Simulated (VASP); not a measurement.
# KMgF3 (Pm-3m) in VASP: notebook

Runs on KMgF3. Level: PBEsol. Tasks: single point.

Everything below comes from runs of VASP 6.6.1. Logs are shortened: lines on timing, memory, paths and dates and some standing lists are left out, and cuts for length are marked.

## (1) The cell of the first run

The structure is cubic, space group Pm-3m (No. 221). Conventional cell: a = 3.986 Å, b = 3.986 Å, c = 3.986 Å, α = 90.00°, β = 90.00°, γ = 90.00°. K (site symmetry m-3m) has 12 F at 2.82 Å and 8 Mg at 3.45 Å within 3.7 Å. Within 2.6 Å of Mg (site symmetry m-3m) lie 6 F at 1.99 Å. F (site symmetry 4/mmm) has 2 Mg at 1.99 Å within 2.6 Å.

## (2) Single point, PBEsol (12.67 Å³/atom)

Contents of INCAR:

```
PREC = Accurate ; ENCUT = 520
EDIFF = 1E-6 ; ISMEAR = -1
SIGMA = 0.05 ; LREAL = False
LASPH = True ; NELM = 100
ALGO = Normal ; ISIF = 2
LWAVE = False ; LCHARG = True
GGA = PS ; LELF = True
LVHAR = True ; NBANDS = 24
```

Contents of KPOINTS:

```
regular mesh
0
Gamma
  7 7 7
```

Contents of POSCAR:

```
KMgF3
1.0
    3.9859000000      0.0000000000      0.0000000000
    0.0000000000      3.9859000000      0.0000000000
    0.0000000000      0.0000000000      3.9859000000
K Mg F
1 1 3
Direct
    0.5000000000      0.5000000000      0.5000000000
    0.0000000000      0.0000000000      0.0000000000
    0.0000000000      0.0000000000      0.5000000000
    0.0000000000      0.5000000000      0.0000000000
    0.5000000000      0.0000000000      0.0000000000
```

Potentials or basis: VASP PAW PBE potentials, release 64 (K_sv, Mg, F).

The run is started by

```bash
$ cat potpaw_PBE.64/K_sv/POTCAR potpaw_PBE.64/Mg/POTCAR potpaw_PBE.64/F/POTCAR > POTCAR
$ mpirun -np 1 vasp_std > vasp.out
```

OUTCAR:

```text
PREC = Accurate
   ENCUT = 520
   EDIFF = 1E-6
   ISMEAR = -1
   LREAL = False
   LASPH = True
   NELM = 100
   ISIF = 2
   GGA = PS

 ion  position               nearest neighbor table
   1  0.500  0.500  0.500-   3 2.82   4 2.82   5 2.82   4 2.82   5 2.82   3 2.82   5 2.82   5 2.82
                             3 2.82   4 2.82   4 2.82   3 2.82   2 3.45   2 3.45   2 3.45   2 3.45
   2  0.000  0.000  0.000-   3 1.99   4 1.99   5 1.99   3 1.99   4 1.99   5 1.99   1 3.45   1 3.45
                             1 3.45   1 3.45   1 3.45   1 3.45   1 3.45   1 3.45
   3  0.000  0.000  0.500-   2 1.99   2 1.99   1 2.82   1 2.82   1 2.82   1 2.82
   4  0.000  0.500  0.000-   2 1.99   2 1.99   1 2.82   1 2.82   1 2.82   1 2.82
   5  0.500  0.000  0.000-   2 1.99   2 1.99   1 2.82   1 2.82   1 2.82   1 2.82

  LATTYP: Found a simple cubic cell.
 ALAT       =     3.9859000000

  Lattice vectors:

 A1 = (   3.9859000000,   0.0000000000,   0.0000000000)
 A2 = (   0.0000000000,   3.9859000000,   0.0000000000)
 A3 = (   0.0000000000,   0.0000000000,   3.9859000000)

Analysis of symmetry for initial positions (statically):
=====================================================================
 Subroutine PRICEL returns:
 Original cell was already a primitive cell.

 Routine SETGRP: Setting up the symmetry group for a
 simple cubic supercell.

 Subroutine GETGRP returns: Found 48 space group operations
 (whereof 48 operations were pure point group operations)
 out of a pool of 48 trial point group operations.

The static configuration has the point symmetry O_h .

Analysis of symmetry for dynamics (positions and initial velocities):
=====================================================================
 Subroutine PRICEL returns:
 Original cell was already a primitive cell.

 Routine SETGRP: Setting up the symmetry group for a
 simple cubic supercell.

 Subroutine GETGRP returns: Found 48 space group operations
 (whereof 48 operations were pure point group operations)
 out of a pool of 48 trial point group operations.

The dynamic configuration has the point symmetry O_h .

 Subroutine INISYM returns: Found 48 space group operations
 (whereof 48 operations are pure point group operations),
 and found     1 'primitive' translations

[... 94 lines left out ...]
   NELM   =    100;   NELMIN=  2; NELMDL= -5     # of ELM steps
   EDIFF  = 0.1E-05   stopping-criterion for ELM
   LREAL  =      F    real-space projection
   EDIFFG = 0.1E-04   stopping-criterion for IOM
   NSW    =      0    number of steps for IOM
   IBRION =     -1    ionic relax: 0-MD 1-quasi-New 2-CG
   NFREE  =      0    steps in history (QN), initial steepest desc. (CG)
   ISIF   =      2    stress and relaxation
   ISYM   =      2    0-nonsym 1-usesym 2-fastsym
   POTIM  = 0.5000    time-step for ionic-motion
   TEBEG  =    0.0;   TEEND  =   0.0 temperature during run
   PSTRESS=    0.0 pullay stress
   NELECT =      32.0000    total number of electrons
   NUPDOWN=      -1.0000    fix difference up-down
   EMIN   =  10.00;   EMAX   =-10.00  energy-range for DOS
   EFERMI =   0.00;   METHOD = LEGACY
   ISMEAR =    -1;   SIGMA  =   0.05  broadening in eV -4-tet -1-fermi 0-gaus
   EFERMI_NEDOS =   21; number of points for ismear=-14 and -15
   IALGO  =     38    algorithm
   IMIX   =      4    mixing-type and parameters
     AMIX     =   0.40;   BMIX     =  1.00
     AMIX_MAG =   1.60;   BMIX_MAG =  1.00
  volume/ion in A,a.u.               =      12.67        85.47
  Fermi-wavevector in a.u.,A,eV,Ry     =   1.303962  2.464132 23.134232  1.700318
  Thomas-Fermi vector in A             =   2.434930
   LORBIT       =      0    0 simple, 1 ext, 2 COOP (PROOUT), +10 PAW based schemes
   GGA     = PS    functional components
   LHFCALC =     F    Hartree Fock is set to
   AEXX    =    0.0000 exact exchange contribution
   IVDW    =     0    specifies the selected vdW correction
   LEPSILON=     F    determine dielectric tensor
   LRPA    =     F    only Hartree local field effects (RPA)
 non-spin polarized calculation
  energy-cutoff  :      520.00
  volume of cell :       63.33
 maximum number of plane-waves:      1743
 NGX is ok and might be reduce to    30
   NGX = 15   NGY = 15   NGZ = 15

 number of electron      31.9999958 magnetization

 Free energy of the ion-electron system (eV)
  ---------------------------------------------------
  ext. energy  EPLUGINS =         0.00000000
  ---------------------------------------------------
  free energy    TOTEN  =       -25.26289799 eV

  energy without entropy =      -25.26289799  energy(sigma->0) =      -25.26289799

 E-fermi :  -0.5111     XC(G=0):  -9.9449

 val. band max:       -1.7396297595   @ k =   0.4286   0.4286   0.4286
 cond. band min:       5.4158775719   @ k =   0.0000   0.0000   0.0000
 fundamental gap:      7.1555073313
 Fermi energy:        -0.5110950641

 k-point     1 :       0.0000    0.0000    0.0000
  band No.  band energies     occupation
      1     -27.1833      2.00000
      2     -21.7179      2.00000
      3     -21.0485      2.00000
      4     -21.0485      2.00000
      5     -10.7480      2.00000
      6     -10.7480      2.00000
[... 529 lines left out ...]
     23      13.3347      0.00000
     24      13.4868      0.00000

------------------------ aborting loop because EDIFF is reached ----------------------------------------

  FORCE on cell =-STRESS in cart. coord.  units (eV):
  Direction    XX          YY          ZZ          XY          YZ          ZX
  --------------------------------------------------------------------------------------
  -------------------------------------------------------------------------------------
  Total       -0.0359114     -0.0359114     -0.0359114     -0.0000000     -0.0000000      0.0000000
  in kB       -0.9085821     -0.9085821     -0.9085821     -0.0000000     -0.0000000      0.0000000
  external PRESSURE =      -0.9085821 kB  Pullay stress =       0.0000000 kB

 VOLUME and BASIS-vectors are now :
 -----------------------------------------------------------------------------
  energy-cutoff  :      520.00
  volume of cell :       63.33
      direct lattice vectors                 reciprocal lattice vectors
     3.985900000  0.000000000  0.000000000     0.250884367  0.000000000  0.000000000
     0.000000000  3.985900000  0.000000000     0.000000000  0.250884367  0.000000000
     0.000000000  0.000000000  3.985900000     0.000000000  0.000000000  0.250884367

 POSITION                                       TOTAL-FORCE (eV/Angst)
 -----------------------------------------------------------------------------------
      1.99295      1.99295      1.99295         0.000000      0.000000      0.000000
      0.00000      0.00000      0.00000         0.000000      0.000000      0.000000
      0.00000      0.00000      1.99295         0.000000      0.000000      0.000000
      0.00000      1.99295      0.00000         0.000000      0.000000      0.000000
      1.99295      0.00000      0.00000         0.000000      0.000000      0.000000
 -----------------------------------------------------------------------------------
    total drift:                                0.000000     -0.000000      0.000000

  FREE ENERGIE OF THE ION-ELECTRON SYSTEM (eV)
  ---------------------------------------------------
  free  energy   TOTEN  =       -25.2628979888 eV

  energy  without entropy=      -25.2628979888  energy(sigma->0) =      -25.26289799
```

Wall time 30 s (1 thread of Intel Xeon 8259CL, shared host); peak memory 0.18 GiB.

Results:

| Item | Value |
| --- | --- |
| Free energy | -25.2629 eV |
| Pressure | -0.1 GPa |
| Band gap on the k mesh | 7.16 eV (least direct gap 7.45 eV) |

Caveat: the PAW data sets were made with another functional, which shifts forces and pressure a little; an odd mesh through Γ misses points on the zone boundary, where band edges can lie.

## (3) Single point, PBEsol (12.92 Å³/atom)

This run uses another cell than the first one, of 12.92 Å³/atom.

Contents of INCAR:

```
PREC = Accurate
ENCUT = 520
EDIFF = 1E-6
ISMEAR = -1
SIGMA = 0.05
LREAL = False
LASPH = True
NELM = 80
ALGO = Normal
ISIF = 2
LWAVE = False
LCHARG = False
GGA = PS
NBANDS = 24
```

KPOINTS is that of step 2.

Edit POSCAR of step 2 so:

```diff
@@ -2,5 +2,5 @@
 1.0
-    3.9859000000      0.0000000000      0.0000000000
-    0.0000000000      3.9859000000      0.0000000000
-    0.0000000000      0.0000000000      3.9859000000
+    4.0122974580      0.0000000000      0.0000000000
+    0.0000000000      4.0122974580      0.0000000000
+    0.0000000000      0.0000000000      4.0122974580
 K Mg F
```

Potentials or basis: VASP PAW PBE potentials, release 64 (K_sv, Mg, F).

The run is started by

```bash
$ cat potpaw_PBE.64/K_sv/POTCAR potpaw_PBE.64/Mg/POTCAR potpaw_PBE.64/F/POTCAR > POTCAR
$ mpirun -np 1 vasp_std > vasp.out
```

It took 29 s on 1 thread of Intel Xeon 8259CL, shared host; peak memory 0.18 GiB.

Results (log left out):

- Free energy: -25.2593 eV
- Pressure: -1.5 GPa
- Band gap on the k mesh: 7.01 eV (least direct gap 7.30 eV)

Levels at points of the mesh, in eV from the valence-band top:
```
           k point  band 12  band 13  band 14  band 15  band 16  band 17  band 18  band 19  band 20  band 21
(0.00, 0.00, 0.00)    -0.58    -0.58    -0.29    -0.29    -0.29     7.01     9.95     9.95    12.12    12.12
```

Caveat: the PAW data sets were made with another functional, which shifts forces and pressure a little; an odd mesh through Γ misses points on the zone boundary, where band edges can lie.
